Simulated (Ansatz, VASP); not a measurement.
Mo: VASP beside Ansatz

```
Mo
1.0
    -1.36922    1.36922    1.36922
     1.36922   -1.36922    1.36922
     1.36922    1.36922   -1.36922
Mo
1
Direct
  0.00000 0.00000 0.00000
```

Change from the starting cell: volume scaled by 0.65, PAW files.

Alike in both runs: task single point; functional PBE; k mesh 17 × 17 × 17; occupations fermi-dirac, width 0.08 eV; no spin polarisation.

|  | VASP | Ansatz |
| --- | --- | --- |
| version | VASP 6.6.1 | Ansatz 0.2.0 |
| potentials or method | VASP PAW PBE potentials, release 64 (Mo_sv) | PAW with Ansatz's default frozen-core files, scalar-relativistic |
| plane-wave cutoff (eV) | 520 | 420 |
| valence electrons in the cell | 14 | 14 |

|  | VASP | Ansatz | Ansatz less VASP |
| --- | --- | --- | --- |
| pressure (GPa) | 269.2 | 265.0 | -4.24 |

Both programs put the cell under a high pressure, so it lies far from rest at this level.

Noted on VASP's run: the cell as given lies far from equilibrium.
